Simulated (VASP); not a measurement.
Here is a VASP 6.6.1 calculation.

INCAR

```
SYSTEM = ScAlN2
  PREC = Accurate
  ENCUT = 520
  EDIFF = 1E-6
  ISMEAR = 0
  SIGMA = 0.1
  LREAL = .False.
  LASPH = .True.
  NELM = 80
  ALGO = Normal
  ISIF = 2
  LWAVE = .False.
  LCHARG = .False.
  GGA = PE
  NBANDS = 20
```

Contents of KPOINTS:

```
Automatic mesh
0
Gamma
  6 6 4
  0 0 0
```

Contents of POSCAR:

```
ScAlN2
1.0
    3.0786341900      0.0000000000      0.0000000000
   -1.5393171000      2.6661754200      0.0000000000
    0.0000000000      0.0000000000      5.5903218500
Sc Al N
1 1 2
Direct
    0.0000000000      0.0000000000      0.0000000000
    0.0000000000      0.0000000000      0.5000000000
    0.3333333300      0.6666666700      0.2350000000
    0.6666666700      0.3333333300      0.7650000000
```

Potentials or basis: VASP PAW PBE potentials, release 64 (Sc_sv, Al, N).

Run with:

```sh
$ cat potpaw_PBE.64/Sc_sv/POTCAR potpaw_PBE.64/Al/POTCAR potpaw_PBE.64/N/POTCAR > POTCAR
$ mpirun -np 1 vasp_std > vasp.out
```

Q: What does it give for the band gap on the k mesh?

A: 1.09 eV, indirect (least direct gap 1.39 eV).

Q: What does it give for the largest force?

A: 2.894 eV/Å.

Q: What does it give for the pressure?

A: -12.7 GPa.

Forces on the atoms (eV/Å):
```
Sc   0.000  0.000  0.000
Al   0.000  0.000  0.000
N    0.000  0.000  2.894
N    0.000  0.000 -2.894
```

Caveat: forces of over 1 eV/Å act on the atoms, so gaps and moduli don't describe the material at rest. PBE gaps usually lie below the measured ones, often by a third to a half.
